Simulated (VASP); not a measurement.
**Si: single point with PBEsol**

Si:

```
Si
1.0
    -3.37928    3.37928    2.99539
     3.37928   -3.37928    2.99539
     3.37928    3.37928   -2.99539
Si
8
Cartesian
  0.6921 0.6921 0.6134
  -0.6921 2.6872 0.6134
  0.6921 -0.6921 2.3820
  2.6872 0.6921 -0.6134
  2.6872 2.6872 2.3820
  0.6921 4.0713 -0.6134
  -0.6921 0.6921 3.6088
  4.0713 -0.6921 0.6134
```

| Property | Result |
| --- | --- |
| Program | VASP 6.6.1 |
| Task | single point |
| Functional | PBEsol |
| Potentials or basis | VASP PAW PBE potentials, release 64 (Si) |
| Cutoff | 520 eV |
| k mesh | 10 × 10 × 10 |
| Occupations | gaussian, width 0.15 eV |
| Spin | no spin polarisation |
| Dipole correction | no |
| Further INCAR settings | ALGO = Normal; EDIFF = 1e-06; NBANDS = 26 |

```
Pressure               : 6.1 GPa
Largest force          : 1.104 eV/Å
Band gap on the k mesh : zero (bands 16 and 17 overlap by 0.60 eV)
```

Forces on the atoms (eV/Å):
```
Si  -0.054  1.006 -0.451
Si   0.054 -1.006 -0.451
Si  -0.054 -1.006  0.451
Si   0.054  1.006  0.451
Si   0.054 -1.006  0.451
Si  -0.054  1.006  0.451
Si   0.054  1.006 -0.451
Si  -0.054 -1.006 -0.451
```

Stress tensor (GPa, compression positive):
```
 0.23  0.00  0.00
 0.00  1.45  0.00
 0.00  0.00 16.58
```

Levels at points of the mesh, in eV from the Fermi level:
```csv
k point,band 13,band 14,band 15,band 16,band 17,band 18,band 19,band 20
"(0.00, 0.00, 0.00)",-4.15,-2.04,-1.94,0.29,0.79,0.92,3.51,3.62
"(0.50, 0.00, 0.00)",-1.92,-1.92,-1.73,-1.73,0.82,0.82,1.80,1.80
"(0.50, 0.00, 0.50)",-1.77,-1.77,-1.16,-1.16,-0.09,-0.09,2.05,2.05
"(0.50, 0.50, 0.00)",-2.27,-2.27,-1.10,-1.10,0.24,0.24,1.67,1.67
"(0.50, 0.50, 0.50)",-2.61,-0.59,-0.21,0.08,0.75,1.96,2.51,2.67
```

Wall time 4.9 min on 1 thread of AMD EPYC 9R45 96-Core Processor (Zen 5), on a shared host, peak memory 0.5 GiB.

Caveat: the stress differs along the axes, from 0 to 17 GPa; semilocal functionals underestimate gaps, and a narrow one can read as zero; the PAW data sets were made with another functional, which shifts forces and pressure a little.
